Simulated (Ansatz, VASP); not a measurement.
# NaF: VASP beside Ansatz

```
Na F
1.0
     3.28098    0.00000    0.00000
     1.64049    2.84141    0.00000
     1.64049    0.94714    2.67891
Na F
1 1
Cartesian
  0.0000 0.0000 0.0000
  3.2810 1.8943 1.3395
```

Alike in both runs: task single point; functional PBEsol; k mesh 10 × 10 × 10; occupations gaussian, width 0.05 eV; no spin polarisation.

```csv
,VASP,Ansatz
version,VASP 6.6.1,Ansatz 0.2.0
potentials or method,"VASP PAW PBE potentials, release 64 (Na_pv, F)",Ansatz PAW
plane-wave cutoff (eV),520,420
valence electrons in the cell,14,16
```

```csv
,VASP,Ansatz,Ansatz less VASP
gap on the k mesh at the Fermi level (eV),6.14,6.16,+0.021
least direct gap on the mesh (eV),6.14,6.16,+0.021
pressure (GPa),-0.4,-0.3,+0.09
```

VASP's potentials were made for PBE, not for PBEsol. With one functional, cell and mesh, what is left measures potentials, basis and numerics. VASP's potentials hold 14 valence electrons a cell and Ansatz's 16, so a difference there can come from the potentials and not from the codes.
